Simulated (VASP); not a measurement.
Runs of VASP 6.6.1 on SbPt. The structure is that of space group P6_3/mmc (No. 194), or close to it. The cells are those of the table. 

```tsv
task	cell	k mesh	cutoff (eV)	gap on the mesh (eV)	pressure (GPa)
single point	a = 4.233, b = 4.233, c = 5.419 Å, angles 90.0, 90.0, 120.0°, 4 atoms	12 × 12 × 10	520	none	-2.7
single point	a = 4.296, b = 4.296, c = 5.366 Å, angles 90.0, 90.0, 120.0°, 4 atoms	12 × 12 × 10	520	none	(a)
single point	a = 4.296, b = 4.296, c = 5.370 Å, angles 90.0, 90.0, 120.0°, 4 atoms	12 × 12 × 10	520	none	-4.7
relaxation of cell and atoms	relaxed from a = 4.130, b = 4.130, c = 5.472 Å, angles 90.0, 90.0, 120.0°, 4 atoms	12 × 12 × 8	600	none	0.0
relaxation of shape and atoms at fixed volume	relaxed from a = 4.258, b = 4.258, c = 5.561 Å, angles 90.0, 90.0, 120.0°, 4 atoms	12 × 12 × 8	600	none	-7.3
```

Alike in all rows: level PBEsol; potentials or basis VASP PAW PBE potentials, release 64 (Sb, Pt); no spin polarisation; smearing gaussian 0.1 eV.

Q: Fill in the values left out.

A: (a) -4.6.

Caveats: the PAW data sets were made with another functional, which shifts forces and pressure a little; spin-orbit coupling is left out, which moves the levels of the heavy elements; the stress differs along the axes, from -7 to -0 GPa (at least some runs).

A k mesh can miss the band edges, and the runs leave out spin-orbit coupling on Pt, Sb.

A gap of «none» marks levels without a gap at the run's occupations.
